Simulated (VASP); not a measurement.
Input of a VASP 6.6.1 run:

The input INCAR:

```
SYSTEM = WSe2
PREC = Accurate ; ENCUT = 520
EDIFF = 1E-6 ; ISMEAR = 0
SIGMA = 0.02 ; LREAL = .FALSE.
LASPH = .TRUE. ; NELM = 60
ALGO = Normal ; ISIF = 2
LWAVE = .FALSE. ; LCHARG = .TRUE.
GGA = PS ; LELF = .TRUE.
LVHAR = .TRUE. ; NBANDS = 20
```

KPOINTS

```
regular mesh
0
G
  12 12 2
  0 0 0
```

File POSCAR:

```
WSe2
1.0
    3.4664678394      0.0000000000      0.0000000000
   -1.7332339197      3.0020492103      0.0000000000
    0.0000000000      0.0000000000     16.0606903543
W Se
1 2
Direct
    0.0000000000      0.0000000000      0.0000000000
    0.3333333333      0.6666666667      0.0998558939
    0.3333333333      0.6666666667      0.9001441061
```

Potentials or basis: VASP PAW PBE potentials, release 64 (W_sv, Se).

Command:

```bash
$ cat potpaw_PBE.64/W_sv/POTCAR potpaw_PBE.64/Se/POTCAR > POTCAR
$ mpirun -np 1 vasp_std > vasp.out
```

**Question.** Predict the largest force.

**Answer.** 0.049 eV/Å.

**Question.** Estimate the band gap on the k mesh.

**Answer.** 0.79 eV (least direct gap 1.06 eV).

Forces on the atoms (eV/Å):
```
W    0.000  0.000  0.000
Se   0.000  0.000  0.049
Se   0.000  0.000 -0.049
```

Caveat: there is no dipole correction, which matters where the two faces differ; the PAW data sets were made with another functional, which shifts forces and pressure a little; spin-orbit coupling is left out, which moves the levels of the heavy elements.
